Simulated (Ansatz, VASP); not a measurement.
# Cr in VASP and in Ansatz

```
Cr
1.0
    -1.47800    1.47800    1.36985
     1.47800   -1.47800    1.36985
     1.47800    1.47800   -1.36985
Cr
1
Direct
  0.00000 0.00000 0.00000
```

Change from the starting cell: strain +0.025 along x and y, -0.050 along z, atoms carried along.

Alike in both runs: task single point; functional PBEsol; k mesh 24 × 24 × 24; occupations gaussian, width 0.15 eV; no spin polarisation.

```csv
,VASP,Ansatz
version,VASP 6.6.1,Ansatz 0.2.0
potentials or method,"VASP PAW PBE potentials, release 64 (Cr_pv), cutoff 520 eV","scalar-relativistic, plane waves, PAW"
valence electrons in the cell,12,14
```

Ansatz gave:

| Item | Value |
| --- | --- |
| gap on the k mesh at the Fermi level (eV) | none |
| pressure (GPa) | -16.3 |
| traceless stress, the component that is largest in VASP (GPa) | 16.34 |

**Question.** Estimate VASP's values.

**Answer.** gap on the k mesh at the Fermi level (eV): none; pressure (GPa): -16.8; traceless stress, the component that is largest in VASP (GPa): 16.19.

VASP's potentials were made for PBE, not for PBEsol. A gap of «none» marks a metal or a gap that the smearing closes. VASP's potentials hold 12 valence electrons a cell and Ansatz's 14, so a difference there can come from the potentials and not from the codes.
